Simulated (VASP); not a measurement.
# Re (Fm-3m) in VASP: notebook

Runs on Re. Level: PBE. Tasks: single point.

Program: VASP 6.6.1. These are calculated values, not measurements. Logs are shortened: lines on timing, memory, paths and dates and some standing lists are left out, and cuts for length are marked.

### Step 1. The cell of the first run

Symmetry: Fm-3m, No. 225, cubic system. Conventional cell: a = 3.889 Å, b = 3.889 Å, c = 3.889 Å, α = 90.00°, β = 90.00°, γ = 90.00°. Re (site symmetry m-3m) has 12 Re at 2.75 Å within 3.6 Å.

This isn't the form of Re at room conditions, which is hcp.

### Step 2. Single point, PBE

INCAR

```
  ALGO = Normal
  EDIFF = 1E-6
  ENCUT = 600
  GGA = PE
  GGA_COMPAT = False
  ISIF = 2
  ISMEAR = -1
  LASPH = True
  LCHARG = True
  LELF = True
  LREAL = False
  LVHAR = True
  LWAVE = False
  NBANDS = 10
  NELM = 120
  PREC = Accurate
  SIGMA = 0.15
```

KPOINTS

```
k-points
0
Gamma
  4 4 4
```

POSCAR

```
Re
1.0
    0.0000000000      1.9442626900      1.9442626900
    1.9442626900      0.0000000000      1.9442626900
    1.9442626900      1.9442626900      0.0000000000
Re
1
Direct
    0.0000000000      0.0000000000      0.0000000000
```

Potentials or basis: VASP PAW PBE potentials, release 64 (Re).

Run with:

```
cat potpaw_PBE.64/Re/POTCAR > POTCAR
mpirun -np 1 vasp_std > vasp.out
```

OUTCAR:

```text
EDIFF = 1E-6
   ENCUT = 600
   GGA = PE
   ISIF = 2
   ISMEAR = -1
   LASPH = True
   LREAL = False
   NELM = 120
   PREC = Accurate

 ion  position               nearest neighbor table
   1  0.000  0.000  0.000-

  LATTYP: Found a face centered cubic cell.
 ALAT       =     3.8885253800

  Lattice vectors:

 A1 = (   0.0000000000,   1.9442626900,   1.9442626900)
 A2 = (   1.9442626900,   0.0000000000,   1.9442626900)
 A3 = (   1.9442626900,   1.9442626900,   0.0000000000)

Analysis of symmetry for initial positions (statically):
=====================================================================
 Subroutine PRICEL returns:
 Original cell was already a primitive cell.

 Routine SETGRP: Setting up the symmetry group for a
 face centered cubic supercell.

 Subroutine GETGRP returns: Found 48 space group operations
 (whereof 48 operations were pure point group operations)
 out of a pool of 48 trial point group operations.

The static configuration has the point symmetry O_h .

Analysis of symmetry for dynamics (positions and initial velocities):
=====================================================================
 Subroutine PRICEL returns:
 Original cell was already a primitive cell.

 Routine SETGRP: Setting up the symmetry group for a
 face centered cubic supercell.

 Subroutine GETGRP returns: Found 48 space group operations
 (whereof 48 operations were pure point group operations)
 out of a pool of 48 trial point group operations.

The dynamic configuration has the point symmetry O_h .

 Subroutine INISYM returns: Found 48 space group operations
 (whereof 48 operations are pure point group operations),
 and found     1 'primitive' translations

----------------------------------------------------------------------------------------

                                     Primitive cell

  volume of cell :      14.6992

  direct lattice vectors                    reciprocal lattice vectors
     0.000000000  1.944262690  1.944262690    -0.257166895  0.257166895  0.257166895
     1.944262690  0.000000000  1.944262690     0.257166895 -0.257166895  0.257166895
     1.944262690  1.944262690  0.000000000     0.257166895  0.257166895 -0.257166895

  length of vectors
     2.749602665  2.749602665  2.749602665     0.445426129  0.445426129  0.445426129

  position of ions in fractional coordinates (direct lattice)
     0.000000000  0.000000000  0.000000000

  ion indices of the primitive-cell ions
   primitive index   ion index
                 1           1

----------------------------------------------------------------------------------------

 KPOINTS: k-points

Automatic generation of k-mesh.
 Grid dimensions read from file:
 generate k-points for:    4    4    4

 Generating k-lattice:

  Cartesian coordinates                     Fractional coordinates (reciprocal lattice)
    -0.064291724  0.064291724  0.064291724     0.250000000  0.000000000  0.000000000
     0.064291724 -0.064291724  0.064291724     0.000000000  0.250000000  0.000000000
     0.064291724  0.064291724 -0.064291724     0.000000000  0.000000000  0.250000000

  Length of vectors
     0.111356532  0.111356532  0.111356532

  Shift w.r.t. Gamma in fractional coordinates (k-lattice)
     0.000000000  0.000000000  0.000000000

 Subroutine IBZKPT returns following result:
 ===========================================

 Found      8 irreducible k-points:

 Following reciprocal coordinates:
            Coordinates               Weight
  0.000000  0.000000  0.000000      1.000000
  0.250000  0.000000  0.000000      8.000000
  0.500000  0.000000  0.000000      4.000000
  0.250000  0.250000  0.000000      6.000000
  0.500000  0.250000  0.000000     24.000000
 -0.250000  0.250000  0.000000     12.000000
  0.500000  0.500000  0.000000      3.000000
 -0.250000  0.500000  0.250000      6.000000
   k-points           NKPTS =      8   k-points in BZ     NKDIM =      8   number of bands    NBANDS=     10
   number of dos      NEDOS =    301   number of ions     NIONS =      1
   total plane-waves  NPLWV =  13824
   dimension x,y,z NGX =    24 NGY =   24 NGZ =   24
   dimension x,y,z NGXF=    48 NGYF=   48 NGZF=   48
   ions per type =               1
   NGX,Y,Z   is equivalent  to a cutoff of  14.51, 14.51, 14.51 a.u.
   NGXF,Y,Z  is equivalent  to a cutoff of  29.02, 29.02, 29.02 a.u.
 SYSTEM =  unknown system
   PREC   = accura    normal or accurate (medium, high low for compatibility)
   ISTART =      0    job   : 0-new  1-cont  2-samecut
   ICHARG =      2    charge: 1-file 2-atom 10-const
   ISPIN  =      1    spin polarized calculation?
   LNONCOLLINEAR =      F non collinear calculations
   LSORBIT =      F    spin-orbit coupling
   LASPH  =      T    aspherical Exc in radial PAW
   ENCUT  =  600.0 eV  44.10 Ry    6.64 a.u.   5.49  5.49  5.49*2*pi/ulx,y,z
   NELM   =    120;   NELMIN=  2; NELMDL= -5     # of ELM steps
   EDIFF  = 0.1E-05   stopping-criterion for ELM
   LREAL  =      F    real-space projection
   EDIFFG = 0.1E-04   stopping-criterion for IOM
   NSW    =      0    number of steps for IOM
   IBRION =     -1    ionic relax: 0-MD 1-quasi-New 2-CG
   NFREE  =      0    steps in history (QN), initial steepest desc. (CG)
   ISIF   =      2    stress and relaxation
   ISYM   =      2    0-nonsym 1-usesym 2-fastsym
   POTIM  = 0.5000    time-step for ionic-motion
   TEBEG  =    0.0;   TEEND  =   0.0 temperature during run
   PSTRESS=    0.0 pullay stress
   NELECT =       7.0000    total number of electrons
   NUPDOWN=      -1.0000    fix difference up-down
   EMIN   =  10.00;   EMAX   =-10.00  energy-range for DOS
   EFERMI =   0.00;   METHOD = LEGACY
   ISMEAR =    -1;   SIGMA  =   0.15  broadening in eV -4-tet -1-fermi 0-gaus
   EFERMI_NEDOS =   21; number of points for ismear=-14 and -15
   IALGO  =     38    algorithm
   IMIX   =      4    mixing-type and parameters
     AMIX     =   0.40;   BMIX     =  1.00
     AMIX_MAG =   1.60;   BMIX_MAG =  1.00
  volume/ion in A,a.u.               =      14.70        99.20
  Fermi-wavevector in a.u.,A,eV,Ry     =   1.278427  2.415877 22.237027  1.634375
  Thomas-Fermi vector in A             =   2.410970
   LORBIT       =      0    0 simple, 1 ext, 2 COOP (PROOUT), +10 PAW based schemes
   GGA     = PE    functional components
   LHFCALC =     F    Hartree Fock is set to
   AEXX    =    0.0000 exact exchange contribution
   IVDW    =     0    specifies the selected vdW correction
   LEPSILON=     F    determine dielectric tensor
   LRPA    =     F    only Hartree local field effects (RPA)
 non-spin polarized calculation
  energy-cutoff  :      600.00
  volume of cell :       14.70
 maximum number of plane-waves:       531
 NGX is ok and might be reduce to    24
   NGX = 11   NGY = 11   NGZ = 11

 number of electron       7.0000000 magnetization

 Free energy of the ion-electron system (eV)
  ---------------------------------------------------
  ext. energy  EPLUGINS =         0.00000000
  ---------------------------------------------------
  free energy    TOTEN  =       -12.23098060 eV

  energy without entropy =      -12.09112241  energy(sigma->0) =      -12.16105151

 E-fermi :   8.3177     XC(G=0): -13.7285

 val. band max:        7.8220683201   @ k =  -0.2500   0.2500   0.0000
 cond. band min:       8.3996209532   @ k =   0.5000   0.0000   0.0000
 fundamental gap:      0.5775526331
 Fermi energy:         8.3176798522

 k-point     1 :       0.0000    0.0000    0.0000
  band No.  band energies     occupation
      1      -1.9764      2.00000
      2       6.2660      2.00000
      3       6.2660      2.00000
      4       6.2660      2.00000
      5       9.4822      0.00085
      6       9.4822      0.00085
      7      22.0330      0.00000
      8      27.7549      0.00000
      9      27.7549      0.00000
     10      27.7549      0.00000

 k-point     2 :       0.2500    0.0000    0.0000
  band No.  band energies     occupation
      1       0.3331      2.00000
      2       5.4285      2.00000
      3       6.7422      1.99995
      4       6.7422      1.99995
      5       9.6228      0.00033
      6       9.6228      0.00033
      7      22.1027      0.00000
      8      25.8509      0.00000
      9      32.3735      0.00000
     10      32.5506      0.00000

 k-point     3 :       0.5000    0.0000    0.0000
  band No.  band energies     occupation
      1       1.2748      2.00000
      2       6.0644      2.00000
      3       6.0644      2.00000
      4       8.3996      0.73346
      5      12.0365      0.00000
      6      12.0365      0.00000
      7      18.1830      0.00000
      8      21.5702      0.00000
      9      28.3070      0.00000
     10      28.3070      0.00000

 k-point     4 :       0.2500    0.2500    0.0000
  band No.  band energies     occupation
      1       1.1085      2.00000
      2       3.8761      2.00000
      3       6.9365      1.99980
      4       8.5564      0.33837
      5       8.5564      0.33837
      6      10.6264      0.00000
      7      26.5105      0.00000
      8      27.3569      0.00000
      9      27.3569      0.00000
     10      28.2413      0.00000

 k-point     5 :       0.5000    0.2500    0.0000
  band No.  band energies     occupation
      1       2.5727      2.00000
      2       4.0398      2.00000
      3       6.1717      2.00000
      4       8.4013      0.72832
      5      12.2513      0.00000
      6      14.4085      0.00000
      7      18.0921      0.00000
      8      24.8255      0.00000
      9      25.6313      0.00000
     10      28.9566      0.00000

 k-point     6 :      -0.2500    0.2500    0.0000
  band No.  band energies     occupation
      1       3.1096      2.00000
      2       4.8442      2.00000
      3       5.1367      2.00000
      4       7.8221      1.92914
      5       9.2127      0.00511
      6      13.8930      0.00000
      7      21.2739      0.00000
      8      24.8128      0.00000
      9      26.1541      0.00000
     10      30.7825      0.00000

 k-point     7 :       0.5000    0.5000    0.0000
  band No.  band energies     occupation
      1       1.3491      2.00000
      2       2.1963      2.00000
      3      10.9680      0.00000
      4      11.9985      0.00000
      5      12.7803      0.00000
      6      12.7803      0.00000
      7      20.4669      0.00000
      8      20.4669      0.00000
      9      21.2670      0.00000
     10      30.5526      0.00000

 k-point     8 :      -0.2500    0.5000    0.2500
  band No.  band energies     occupation
      1       3.1911      2.00000
      2       4.9408      2.00000
      3       4.9408      2.00000
      4       8.4045      0.71835
      5      12.7894      0.00000
      6      18.4176      0.00000
      7      18.9278      0.00000
      8      18.9278      0.00000
      9      23.6497      0.00000
     10      34.4908      0.00000

------------------------ aborting loop because EDIFF is reached ----------------------------------------

  FORCE on cell =-STRESS in cart. coord.  units (eV):
  Direction    XX          YY          ZZ          XY          YZ          ZX
  --------------------------------------------------------------------------------------
  -------------------------------------------------------------------------------------
  Total        0.9823895      0.9823895      0.9823895      0.0000000      0.0000000      0.0000000
  in kB      107.0778059    107.0778059    107.0778059      0.0000000      0.0000000      0.0000000
  external PRESSURE =     107.0778059 kB  Pullay stress =       0.0000000 kB

 VOLUME and BASIS-vectors are now :
 -----------------------------------------------------------------------------
  energy-cutoff  :      600.00
  volume of cell :       14.70
      direct lattice vectors                 reciprocal lattice vectors
     0.000000000  1.944262690  1.944262690    -0.257166895  0.257166895  0.257166895
     1.944262690  0.000000000  1.944262690     0.257166895 -0.257166895  0.257166895
     1.944262690  1.944262690  0.000000000     0.257166895  0.257166895 -0.257166895

 POSITION                                       TOTAL-FORCE (eV/Angst)
 -----------------------------------------------------------------------------------
      0.00000      0.00000      0.00000         0.000000      0.000000      0.000000
 -----------------------------------------------------------------------------------
    total drift:                               -0.000000      0.000000      0.000000

  FREE ENERGIE OF THE ION-ELECTRON SYSTEM (eV)
  ---------------------------------------------------
  free  energy   TOTEN  =       -12.2309806012 eV

  energy  without entropy=      -12.0911224135  energy(sigma->0) =      -12.16105151
```

Run time: 6.1 s. Hardware: 1 thread of Intel Xeon 8259CL, shared host; peak memory 0.14 GiB.

What came out:

```yaml
Free_energy: -12.2310 eV
Pressure: 10.7 GPa
Band_gap_on_the_k_mesh: zero (an odd number of electrons rules out a gap without spin polarisation)
```

Caveat: the k points lie up to 0.70 Å⁻¹ apart, too coarse for converged energies and pressures of a metal; spin-orbit coupling is left out, which moves the levels of the heavy elements.

### Step 3. Single point, PBE, non-collinear spin, zero start, spin-orbit coupling

INCAR

```
SYSTEM = Re
PREC = Accurate
ENCUT = 600
EDIFF = 1E-6
ISMEAR = -1
SIGMA = 0.15
LREAL = .False.
LASPH = .True.
NELM = 200
ALGO = Normal
ISIF = 2
LWAVE = .False.
LCHARG = .True.
MAGMOM = 0 0 0
LORBIT = 11
LSORBIT = .True.
GGA_COMPAT = .False.
LORBMOM = .True.
LMAXMIX = 4
GGA = PE
LVHAR = .True.
NBANDS = 18
```

KPOINTS

```
regular mesh
0
Gamma
  4 4 4
  0 0 0
```

POSCAR is that of step 2.

Potentials or basis: VASP PAW PBE potentials, release 64 (Re).

Run with:

```
cat potpaw_PBE.64/Re/POTCAR > POTCAR
mpirun -np 1 vasp_ncl > vasp.out
```

Run time: 27 s. Hardware: 1 thread of Intel Xeon 8259CL, shared host; peak memory 0.19 GiB.

It converged, with:

| Item | Value |
| --- | --- |
| Free energy | -12.5635 eV |
| Pressure | 11.6 GPa |
| Net moment | 0.00 μB per cell |
| Valence electrons inside the program's atomic spheres | Re 6.14 |

Moments on the atoms (μB; x, y, z):
```
Re  0.00 0.00 0.00
```

Caveat: the k points lie up to 0.70 Å⁻¹ apart.
